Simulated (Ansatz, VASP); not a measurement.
## Fe in VASP and in Ansatz

```xyz
1
Lattice="-1.3808 1.3808 1.3808 1.3808 -1.3808 1.3808 1.3808 1.3808 -1.3808" Properties=species:S:1:pos:R:3 pbc="T T T"
Fe    0.0000    0.0000    0.0000
```

Alike in both runs: task single point; functional PBE; k mesh 13 × 13 × 13; occupations fermi-dirac, width 0.1 eV; no spin polarisation.

|  | VASP | Ansatz |
| --- | --- | --- |
| version | VASP 6.6.1 | Ansatz 0.2.0 |
| potentials or method | VASP PAW PBE potentials, release 64 (Fe), cutoff 600 eV | plane waves (420 eV) with PAW, scalar-relativistic |
| valence electrons in the cell | 8 | 16 |

Ansatz gave:

| Item | Value |
| --- | --- |
| pressure (GPa) | 0.1 |

**Question.** Which values does VASP return?

**Answer.** Pressure (GPa): -0.5.

The functional is the same, so the differences come from potentials, cutoffs and numerics. VASP's potentials hold 8 valence electrons a cell and Ansatz's 16, so a difference there can come from the potentials and not from the codes.
